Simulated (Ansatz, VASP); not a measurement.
**GaN: VASP beside Ansatz**

```
Ga N
1.0
     0.00000    2.13431    2.13431
     2.13431    0.00000    2.13431
     2.13431    2.13431    0.00000
Ga N
1 1
Direct
  0.00000 0.00000 0.00000
  0.50000 0.50000 0.50000
```

Alike in both runs: functional PBE; k mesh 16 × 16 × 16; occupations fermi-dirac, width 0.1 eV; no spin polarisation.

Ansatz relaxed the structure, and its values are those at the end. VASP's run is a single point on that final structure, the one shown.

|  | VASP | Ansatz |
| --- | --- | --- |
| version | VASP 6.6.1 | Ansatz 0.2.0 |
| potentials or method | VASP PAW PBE potentials, release 64 (Ga_d, N) | PAW with Ansatz's default frozen-core files, scalar-relativistic |
| plane-wave cutoff (eV) | 600 | 420 |
| valence electrons in the cell | 18 | 18 |

Ansatz gave:

```
pressure (GPa) : 0.0
```

Question: What did VASP give for the same quantities?

Answer: Pressure (GPa): 0.6.
